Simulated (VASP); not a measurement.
Set up this calculation in VASP 6.6.1, as the native input.

| Item | Value |
| --- | --- |
| Task | single point |
| Functional | r2SCAN |
| Potentials or basis | VASP PAW PBE potentials, release 64 (Cr_pv, N) |
| Cutoff | 520 eV |
| k mesh | 6 × 4 × 6 |
| Occupations | gaussian, width 0.1 eV |
| Spin | collinear spin, ferromagnetic start |
| Starting moments | [3.0, 3.0, 0.0, 0.0, 0.0, 0.0] μB |
| Dipole correction | no |
| Further INCAR settings | ALGO = Normal; EDIFF = 1e-06; NBANDS = 35 |

The system is CrN2.

```xyz
6
Lattice="3.9018 0.0000 0.0000 0.0000 4.8095 0.0000 0.0000 0.0000 2.7842" Properties=species:S:1:pos:R:3 pbc="T T T"
Cr    1.9509    2.4048    1.3921
Cr    0.0000    0.0000    0.0000
N     2.4731    0.4270    1.3921
N     1.4287    4.3825    1.3921
N     0.5222    1.9778    0.0000
N     3.3796    2.8317    0.0000
```

These files were run (other wordings do the same):

POSCAR

```
CrN2
1.0
    3.9017860000      0.0000000000      0.0000000000
    0.0000000000      4.8095120000      0.0000000000
    0.0000000000      0.0000000000      2.7841700000
Cr N
2 4
Direct
    0.5000000000      0.5000000000      0.5000000000
    0.0000000000      0.0000000000      0.0000000000
    0.6338300000      0.0887750000      0.5000000000
    0.3661700000      0.9112250000      0.5000000000
    0.1338300000      0.4112250000      0.0000000000
    0.8661700000      0.5887750000      0.0000000000
```

INCAR.step1

```
SYSTEM = CrN2
  PREC = Accurate
  ENCUT = 520
  ISMEAR = 0
  SIGMA = 0.1
  LREAL = .FALSE.
  LASPH = .TRUE.
  NELM = 150
  ISPIN = 2
  MAGMOM = 3 3 0 0 0 0
  LMAXMIX = 4
  NBANDS = 35
  GGA = PE
  ALGO = Normal
  EDIFF = 1E-4
  LWAVE = .TRUE.
  LCHARG = .FALSE.
```

INCAR.step2

```
SYSTEM = CrN2
  PREC = Accurate
  ENCUT = 520
  EDIFF = 1E-6
  ISMEAR = 0
  SIGMA = 0.1
  LREAL = .FALSE.
  LASPH = .TRUE.
  NELM = 150
  ALGO = Normal
  ISIF = 2
  LWAVE = .FALSE.
  LCHARG = .FALSE.
  ISPIN = 2
  MAGMOM = 3 3 0 0 0 0
  LORBIT = 11
  LMAXMIX = 4
  METAGGA = R2SCAN
  LMIXTAU = .TRUE.
  NBANDS = 35
  ISTART = 1
```

KPOINTS

```
regular mesh
0
G
  6 4 6
  0 0 0
```

Potentials or basis: VASP PAW PBE potentials, release 64 (Cr_pv, N).

The run is started by

```bash
$ cat potpaw_PBE.64/Cr_pv/POTCAR potpaw_PBE.64/N/POTCAR > POTCAR
$ cp INCAR.step1 INCAR
$ mpirun -np 1 vasp_std > vasp.out
$ cp INCAR.step2 INCAR
$ mpirun -np 1 vasp_std > vasp.out
```

It gave:

* Pressure: -2.1 GPa
* Largest force: 0.137 eV/Å
* Net moment: 4.34 μB per cell
* Site moments: Cr +2.49; N -0.16 μB
* Valence electrons inside the program's atomic spheres: Cr 11.01; N 3.80

Caveat: the k points lie up to 0.38 Å⁻¹ apart; the PAW data sets were made with another functional, which shifts forces and pressure a little; only a ferromagnetic start was run, and an antiferromagnetic order may lie lower in energy.

Wall time 5.7 min on 1 thread of Intel(R) Xeon(R) Platinum 8559C (Emerald Rapids), with other jobs on the host, peak memory 0.27 GiB.
